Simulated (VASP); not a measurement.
# AgCl (Pmma) in VASP: further runs, part 2 of 3

VASP 6.6.1. Earlier steps stand in the parts before.

### Step 4. Single point, PBEsol (atoms displaced along a vibrational mode, the cell strained)

Contents of INCAR:

```
SYSTEM = AgCl
  ALGO = Normal
  EDIFF = 1E-6
  ENCUT = 520
  GGA = PS
  ISIF = 2
  ISMEAR = 0
  LASPH = .True.
  LCHARG = .False.
  LREAL = .False.
  LWAVE = .False.
  NBANDS = 26
  NELM = 80
  PREC = Accurate
  SIGMA = 0.05
```

Contents of KPOINTS:

```
k-points
0
Gamma
  10 10 6
  0 0 0
```

Contents of POSCAR:

```
AgCl
1.0
    3.4867243335      0.0000000000      0.0000000000
    0.0000000000      3.3311591989      0.0000000000
    0.0000000000      0.0000000000      6.6623183978
Ag Cl
2 2
Direct
    0.0000000000      0.0000000000      0.0000000000
    0.0000000000      0.0000000000      0.5000000000
    0.4404711729      0.5000000000      0.2500000000
    0.5595288271      0.5000000000      0.7500000000
```

Potentials or basis: VASP PAW PBE potentials, release 64 (Ag, Cl).

The run is started by

```
$ cat potpaw_PBE.64/Ag/POTCAR potpaw_PBE.64/Cl/POTCAR > POTCAR
$ mpirun -np 1 vasp_std > vasp.out
```

OUTCAR:

```text
SYSTEM = AgCl
   EDIFF = 1E-6
   ENCUT = 520
   GGA = PS
   ISIF = 2
   ISMEAR = 0
   LASPH = .True.
   LREAL = .False.
   NELM = 80
   PREC = Accurate

 ion  position               nearest neighbor table
   1  0.000  0.000  0.000-   3 2.81   4 2.81   3 2.81   4 2.81   4 3.06   4 3.06   3 3.06   3 3.06
                             2 3.33   2 3.33
   2  0.000  0.000  0.500-   3 2.81   4 2.81   3 2.81   4 2.81   4 3.06   4 3.06   3 3.06   3 3.06
                             1 3.33   1 3.33
   3  0.440  0.500  0.250-   1 2.81   2 2.81   1 2.81   2 2.81   1 3.06   2 3.06   1 3.06   2 3.06

   4  0.560  0.500  0.750-   1 2.81   2 2.81   1 2.81   2 2.81   1 3.06   2 3.06   1 3.06   2 3.06

  LATTYP: Found a simple orthorhombic cell.
 ALAT       =     3.3311591989
 B/A-ratio  =     1.0467000000
 C/A-ratio  =     2.0000000000

  Lattice vectors:

 A1 = (   0.0000000000,  -3.3311591989,   0.0000000000)
 A2 = (   3.4867243335,   0.0000000000,   0.0000000000)
 A3 = (   0.0000000000,   0.0000000000,   6.6623183978)

Analysis of symmetry for initial positions (statically):
=====================================================================
 Subroutine PRICEL returns:
 Original cell was already a primitive cell.

 Routine SETGRP: Setting up the symmetry group for a
 simple orthorhombic supercell.

 Subroutine GETGRP returns: Found  8 space group operations
 (whereof  4 operations were pure point group operations)
 out of a pool of  8 trial point group operations.

The static configuration has the point symmetry C_2h.
 The point group associated with its full space group is D_2h.

Analysis of symmetry for dynamics (positions and initial velocities):
=====================================================================
 Subroutine PRICEL returns:
 Original cell was already a primitive cell.

 Routine SETGRP: Setting up the symmetry group for a
 simple orthorhombic supercell.
[... 122 lines left out ...]
   NUPDOWN=      -1.0000    fix difference up-down
   EMIN   =  10.00;   EMAX   =-10.00  energy-range for DOS
   EFERMI =   0.00;   METHOD = LEGACY
   ISMEAR =     0;   SIGMA  =   0.05  broadening in eV -4-tet -1-fermi 0-gaus
   EFERMI_NEDOS =   21; number of points for ismear=-14 and -15
   IALGO  =     38    algorithm
   IMIX   =      4    mixing-type and parameters
     AMIX     =   0.40;   BMIX     =  1.00
     AMIX_MAG =   1.60;   BMIX_MAG =  1.00
  volume/ion in A,a.u.               =      19.35       130.55
  Fermi-wavevector in a.u.,A,eV,Ry     =   1.268517  2.397149 21.893607  1.609135
  Thomas-Fermi vector in A             =   2.401607
   LORBIT       =      0    0 simple, 1 ext, 2 COOP (PROOUT), +10 PAW based schemes
   GGA     = PS    functional components
   LHFCALC =     F    Hartree Fock is set to
   AEXX    =    0.0000 exact exchange contribution
   IVDW    =     0    specifies the selected vdW correction
   LEPSILON=     F    determine dielectric tensor
   LRPA    =     F    only Hartree local field effects (RPA)
 non-spin polarized calculation
 Gauss-broadening in eV      SIGMA  =   0.05
  energy-cutoff  :      520.00
  volume of cell :       77.38
 maximum number of plane-waves:      2120
 NGX is ok and might be reduce to    28
   NGX = 13   NGY = 13   NGZ = 25

 number of electron      35.9999996 magnetization

 Free energy of the ion-electron system (eV)
  ---------------------------------------------------
  ext. energy  EPLUGINS =         0.00000000
  ---------------------------------------------------
  free energy    TOTEN  =       -11.65719715 eV

  energy without entropy =      -11.65719715  energy(sigma->0) =      -11.65719715

 E-fermi :   4.6916     XC(G=0): -10.8496

 val. band max:        4.4925104739   @ k =   0.5000   0.0000   0.0000
 cond. band min:       5.0181068906   @ k =   0.0000   0.0000   0.0000
 fundamental gap:      0.5255964167
 Fermi energy:         4.6916181173

 k-point     1 :       0.0000    0.0000    0.0000
  band No.  band energies     occupation
      1     -10.5369      2.00000
      2      -9.9660      2.00000
      3      -1.1126      2.00000
      4       0.9591      2.00000
      5       1.2870      2.00000
      6       1.3668      2.00000
[... 685 lines left out ...]
     25      13.8894      0.00000
     26      15.4920      0.00000

 [... further k-points ...]
[... 5 lines left out ...]
  --------------------------------------------------------------------------------------
  -------------------------------------------------------------------------------------
  Total       -1.5032985     -0.6603785     -0.9446778      0.0000000      0.0000000      0.0000000
  in kB      -31.1255787    -13.6730402    -19.5594174      0.0000000      0.0000000      0.0000000
  external PRESSURE =     -21.4526788 kB  Pullay stress =       0.0000000 kB

 VOLUME and BASIS-vectors are now :
 -----------------------------------------------------------------------------
  energy-cutoff  :      520.00
  volume of cell :       77.38
      direct lattice vectors                 reciprocal lattice vectors
     3.486724334  0.000000000  0.000000000     0.286802140  0.000000000  0.000000000
     0.000000000  3.331159199  0.000000000     0.000000000  0.300195800  0.000000000
     0.000000000  0.000000000  6.662318398     0.000000000  0.000000000  0.150097900

 POSITION                                       TOTAL-FORCE (eV/Angst)
 -----------------------------------------------------------------------------------
      0.00000      0.00000      0.00000         0.000000      0.000000      0.000000
      0.00000      0.00000      3.33116         0.000000      0.000000      0.000000
      1.53580      1.66558      1.66558        -0.251514     -0.000000     -0.000000
      1.95092      1.66558      4.99674         0.251514      0.000000      0.000000
 -----------------------------------------------------------------------------------
    total drift:                                0.000000     -0.000000      0.000000

  FREE ENERGIE OF THE ION-ELECTRON SYSTEM (eV)
  ---------------------------------------------------
  free  energy   TOTEN  =       -11.6571971494 eV

  energy  without entropy=      -11.6571971494  energy(sigma->0) =      -11.65719715
```

OSZICAR:

```text
N       E                     dE             d eps       ncg     rms          rms(c)
DAV:   1     0.238194984918E+03    0.23819E+03   -0.17528E+04  7504   0.128E+03
DAV:   2     0.965721378608E+00   -0.23723E+03   -0.22484E+03  8402   0.287E+02
DAV:   3    -0.120496394018E+02   -0.13015E+02   -0.12912E+02  8810   0.677E+01
DAV:   4    -0.121831625424E+02   -0.13352E+00   -0.13342E+00  8660   0.764E+00
DAV:   5    -0.121848029397E+02   -0.16404E-02   -0.16403E-02  8962   0.866E-01    0.952E+00
DAV:   6    -0.116698106073E+02    0.51499E+00   -0.11701E+00  9016   0.116E+01    0.647E+00
DAV:   7    -0.116650236529E+02    0.47870E-02   -0.31087E-01  7988   0.305E+00    0.272E+00
DAV:   8    -0.116577643597E+02    0.72593E-02   -0.17361E-02  8330   0.113E+00    0.577E-01
DAV:   9    -0.116571482368E+02    0.61612E-03   -0.29458E-03  8716   0.548E-01    0.888E-02
DAV:  10    -0.116571824138E+02   -0.34177E-04   -0.17537E-04  8628   0.892E-02    0.524E-02
DAV:  11    -0.116571986139E+02   -0.16200E-04   -0.14816E-05  8220   0.396E-02    0.114E-02
DAV:  12    -0.116571972842E+02    0.13297E-05   -0.48617E-06  8020   0.273E-02    0.175E-03
DAV:  13    -0.116571971494E+02    0.13477E-06   -0.27337E-07  4266   0.422E-03
   1 F= -.11657197E+02 E0= -.11657197E+02  d E =-.103681E-10
```

stdout:

```text
POSCAR found type information on POSCAR AgCl
 POSCAR found :  2 types and       4 ions
 scaLAPACK will be used
 -----------------------------------------------------------------------------
|                                                                             |
|                                                                             |
|     You enforced a specific xc type in the INCAR file but a different       |
|     I HOPE YOU KNOW WHAT YOU ARE DOING!                                     |
|                                                                             |
 -----------------------------------------------------------------------------

 LDA part: xc-table for (Slater+PW92), standard interpolation
 POSCAR, INCAR and KPOINTS ok, starting setup
 FFT: planning ... GRIDC
 FFT: planning ... GRID_SOFT
 FFT: planning ... GRID
 WAVECAR not read
 entering main loop
```

Wall time 1.9 min (1 thread of AMD EPYC 9R45 (Zen 5), shared host); peak memory 0.33 GiB.

What came out:

| Quantity | Value |
| --- | --- |
| Free energy | -11.6572 eV |
| Pressure | -2.1 GPa |
| Largest force | 0.252 eV/Å |
| Band gap on the k mesh | 0.53 eV (least direct gap 0.54 eV) |

Forces on the atoms (eV/Å):
```
Ag   0.000  0.000  0.000
Ag   0.000  0.000  0.000
Cl  -0.252  0.000  0.000
Cl   0.252  0.000  0.000
```

Caveat: the cell differs from its parent crystal (atoms displaced along a vibrational mode, the cell strained); semilocal functionals underestimate gaps, and a narrow one can read as zero; the PAW data sets were made with another functional, which shifts forces and pressure a little.

### Step 5. Single point, PBEsol (atoms displaced along a vibrational mode, the cell strained)

Contents of INCAR:

```
ALGO = Normal ; EDIFF = 1E-7
ENCUT = 520 ; GGA = PS
ISIF = 2 ; ISMEAR = 0
LASPH = True ; LCHARG = False
LREAL = False ; LWAVE = False
NBANDS = 26 ; NELM = 60
PREC = Accurate ; SIGMA = 0.05
```

Contents of KPOINTS:

```
k-points
0
Gamma
  10 10 6
```

POSCAR: that of step 4 with these lines changed.

```diff
@@ -2,3 +2,3 @@
 1.0
-    3.4867243335      0.0000000000      0.0000000000
+    3.2535431896      0.0000000000      0.0000000000
     0.0000000000      3.3311591989      0.0000000000
```

The run is started by

```
$ cat potpaw_PBE.64/Ag/POTCAR potpaw_PBE.64/Cl/POTCAR > POTCAR
$ mpirun -np 1 vasp_std > vasp.out
```

It took 2.1 min on 1 thread of AMD EPYC 9R45 (Zen 5), shared host; peak memory 0.31 GiB.

Results (log left out):

```yaml
Free_energy: -11.6614 eV
Pressure: 2.1 GPa
Largest_force: 0.135 eV/Å
Band_gap_on_the_k_mesh: 0.59 eV (least direct gap 0.60 eV)
```

Forces in eV/Å, atoms in the order of the input:
```
Ag   0.000  0.000  0.000
Ag   0.000  0.000  0.000
Cl  -0.135  0.000  0.000
Cl   0.135  0.000  0.000
```

Stress tensor (GPa, compression positive):
```
3.17 0.00 0.00
0.00 1.78 0.00
0.00 0.00 1.23
```

Levels at points of the mesh, in eV from the valence-band top:
```csv
k point,band 15,band 16,band 17,band 18,band 19,band 20,band 21,band 22
"(0.00, 0.00, 0.00)",-1.79,-1.75,-0.28,-0.01,0.59,4.67,5.93,8.55
"(0.50, 0.00, 0.00)",-1.63,-1.36,-0.26,-0.04,2.91,4.60,5.90,8.20
"(0.00, 0.50, 0.00)",-1.74,-1.17,-0.03,0.00,2.31,4.75,5.92,8.91
"(0.50, 0.50, 0.00)",-1.52,-0.31,-0.31,-0.17,2.75,4.04,4.14,4.43
"(0.00, 0.00, 0.50)",-0.78,-0.78,-0.77,-0.77,2.55,2.55,8.46,8.46
"(0.50, 0.00, 0.50)",-1.66,-1.66,-0.55,-0.55,3.88,3.88,6.74,6.74
"(0.00, 0.50, 0.50)",-1.71,-1.71,-0.44,-0.44,3.81,3.81,6.94,6.94
"(0.50, 0.50, 0.50)",-1.50,-1.50,-0.42,-0.42,2.98,2.98,6.34,6.34
```

Caveat: the cell differs from its parent crystal (atoms displaced along a vibrational mode, the cell strained); semilocal functionals underestimate gaps, and a narrow one can read as zero; the PAW data sets were made with another functional, which shifts forces and pressure a little. A k mesh can miss the band edges.

### Step 6. Single point, PBEsol (atoms displaced along a vibrational mode, the cell strained)

Contents of INCAR:

```
PREC = Accurate
ENCUT = 520
EDIFF = 1E-6
ISMEAR = 0
SIGMA = 0.05
LREAL = False
LASPH = True
NELM = 100
ALGO = Normal
ISIF = 2
LWAVE = False
LCHARG = False
GGA = PS
NBANDS = 26
```

Contents of KPOINTS:

```
Automatic mesh
0
Gamma
  10 10 6
```

POSCAR: that of step 5 with these lines changed.

```diff
@@ -10,3 +10,3 @@
     0.0000000000      0.0000000000      0.5000000000
-    0.4404711729      0.5000000000      0.2500000000
-    0.5595288271      0.5000000000      0.7500000000
+    0.3213834991      0.5000000000      0.2500000000
+    0.6786165009      0.5000000000      0.7500000000
```

Potentials or basis: VASP PAW PBE potentials, release 64 (Ag, Cl).

The run is started by

```
$ cat potpaw_PBE.64/Ag/POTCAR potpaw_PBE.64/Cl/POTCAR > POTCAR
$ mpirun -np 1 vasp_std > vasp.out
```

It took 1.9 min on 1 thread of AMD EPYC 9R45 (Zen 5), shared host; peak memory 0.31 GiB.

The run converged. Its results:

```
Free energy            : -11.6425 eV
Pressure               : 6.8 GPa
Largest force          : 0.317 eV/Å
Band gap on the k mesh : 0.57 eV (least direct gap 0.62 eV)
```

Forces in eV/Å, atoms in the order of the input:
```
Ag   0.000  0.000  0.000
Ag   0.000  0.000  0.000
Cl   0.317  0.000  0.000
Cl  -0.317  0.000  0.000
```

Stress tensor (GPa, compression positive):
```
6.21 0.00 0.00
0.00 8.51 0.00
0.00 0.00 5.80
```

Levels at points of the mesh, in eV from the valence-band top:
| k point | band 15 | band 16 | band 17 | band 18 | band 19 | band 20 | band 21 | band 22 |
| --- | --- | --- | --- | --- | --- | --- | --- | --- |
| (0.00, 0.00, 0.00) | -2.30 | -2.18 | -1.42 | -0.05 | 0.57 | 3.89 | 5.91 | 7.12 |
| (0.50, 0.00, 0.00) | -2.41 | -2.08 | -1.31 | -0.08 | 4.19 | 4.21 | 5.01 | 5.43 |
| (0.00, 0.50, 0.00) | -2.28 | -2.07 | -0.52 | 0.00 | 1.55 | 4.34 | 5.77 | 8.33 |
| (0.50, 0.50, 0.00) | -2.43 | -1.17 | -0.92 | -0.22 | 2.81 | 3.35 | 3.85 | 5.54 |
| (0.00, 0.00, 0.50) | -1.60 | -1.60 | -1.15 | -1.15 | 2.50 | 2.50 | 6.96 | 6.96 |
| (0.50, 0.00, 0.50) | -2.11 | -2.11 | -0.95 | -0.95 | 2.92 | 2.92 | 6.59 | 6.59 |
| (0.00, 0.50, 0.50) | -2.36 | -2.36 | -0.78 | -0.78 | 3.17 | 3.17 | 6.78 | 6.78 |
| (0.50, 0.50, 0.50) | -2.03 | -2.03 | -0.58 | -0.58 | 2.31 | 2.31 | 5.95 | 5.95 |

Caveat: the cell differs from its parent crystal (atoms displaced along a vibrational mode, the cell strained); the cell stands under pressure; semilocal functionals underestimate gaps, and a narrow one can read as zero; the PAW data sets were made with another functional, which shifts forces and pressure a little.

[end of part 2 of 3]
